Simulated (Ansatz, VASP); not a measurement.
**One calculation of AlCo, two programs**

File INCAR:

```
SYSTEM = AlCo
PREC     = Accurate       ! precision mode
ENCUT    = 600            ! plane-wave cutoff, eV
EDIFF    = 1E-7           ! SCF threshold, eV
ISMEAR   = 0              ! smearing method
SIGMA    = 0.15           ! smearing width, eV
LREAL    = .False.        ! projectors in reciprocal space
LASPH    = .True.         ! aspherical terms in the spheres
NELM     = 80             ! most SCF steps
ALGO     = Fast           ! electronic algorithm
ISIF     = 3              ! what is computed and relaxed
LWAVE    = .False.        ! write WAVECAR
LCHARG   = .False.        ! write CHGCAR
GGA      = PE             ! functional
IBRION   = 2              ! ionic algorithm
NSW      = 100            ! ionic steps
EDIFFG   = -0.01          ! ionic threshold
```

File KPOINTS:

```
Automatic mesh
0
Gamma
  12 12 12
  0 0 0
```

POSCAR

```
AlCo
1.0
    2.6287947045      0.0387172053     -0.0484243880
    0.0387172053      3.0139400589     -0.0744867673
   -0.0484243880     -0.0744867673      2.9129724468
Al Co
1 1
Direct
   -0.0002738765      0.0015243397     -0.0024234610
    0.5002738765      0.4984756603      0.5024234610
```

Input for Ansatz:

```yaml
crystal:
  lattice:
    - [2.6287947045, 0.0387172053, -0.048424388]
    - [0.0387172053, 3.0139400589, -0.0744867673]
    - [-0.048424388, -0.0744867673, 2.9129724468]
  atoms:
    - { symbol: Al, position: [-0.0002738765, 0.0015243397, -0.002423461] }
    - { symbol: Co, position: [0.5002738765, 0.4984756603, 0.502423461] }
basis:
  ecutwfc: 420
kpoints:
  mp_grid: { grid: [12, 12, 12] }
hamiltonian:
  xc: pbe
scf:
  occupations: { method: gaussian, width: 0.15 }
output:
  forces: true
  stress: true
  eigenvalues: true
relax:
  adjacent_minimum: "off"
  f_tol: 0.01
  max_steps: 80
  cell: { stress_tol: 0.1 }
```

Change from the starting cell: cell sheared at random, sigma 0.06, atoms nudged by 0.01 Å; relaxed back.

Alike in both runs: task relaxation of cell and atoms; functional PBE; k mesh 12 × 12 × 12; occupations gaussian, width 0.15 eV; no spin polarisation.

|  | VASP | Ansatz |
| --- | --- | --- |
| version | VASP 6.6.1 | Ansatz 0.2.0 |
| potentials or method | VASP PAW PBE potentials, release 64 (Al, Co), cutoff 600 eV | scalar-relativistic, plane waves, PAW |
| valence electrons in the cell | 12 | 20 |

```tsv
	VASP	Ansatz	Ansatz less VASP
gap on the k mesh at the Fermi level, each at its own relaxed structure (eV)	none	none	-
relaxed volume (Å³/atom)	11.59	11.60	+0.012
relaxed length of the cell vector where the two differ most in proportion (Å)	2.851	2.852	+0.0015
```

A gap of «none» marks a metal or a gap that the smearing closes. VASP's potentials hold 12 valence electrons a cell and Ansatz's 20, so a difference there can come from the potentials and not from the codes.
